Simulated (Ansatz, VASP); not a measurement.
## Ge2P3 in VASP and in Ansatz

```
Ge P
1.0
     1.79476    1.03620    7.49243
    -1.79476    1.03620    7.49243
     0.00000   -2.07241    7.49243
Ge P
2 3
Direct
  0.39809 0.39809 0.39809
  0.60191 0.60191 0.60191
  0.00000 0.00000 0.00000
  0.19472 0.19472 0.19472
  0.80528 0.80528 0.80528
```

Alike in both runs: functional r2SCAN; k mesh 6 × 6 × 6; occupations gaussian, width 0.1 eV; no spin polarisation.

Ansatz relaxed the structure, and its values are those at the end. VASP's run is a single point on that final structure, the one shown.

|  | VASP | Ansatz |
| --- | --- | --- |
| version | VASP 6.6.1 | Ansatz 0.2.0 |
| potentials or method | VASP PAW PBE potentials, release 64 (Ge_d, P), cutoff 520 eV | scalar-relativistic, plane waves, PAW |
| valence electrons in the cell | 43 | 43 |

VASP gave:

| Property | Result |
| --- | --- |
| gap on the k mesh at the Fermi level (eV) | none |
| pressure (GPa) | -0.2 |
| rms of the force components (eV/Å) | 0.009 |

Question: Estimate Ansatz's values.

Answer: gap on the k mesh at the Fermi level (eV): none; pressure (GPa): 0.0; rms of the force components (eV/Å): 0.003.

VASP's potentials were made for PBE, not for r2SCAN. A gap of «none» marks a metal or a gap that the smearing closes. The functional is the same, so the differences come from potentials, cutoffs and numerics.
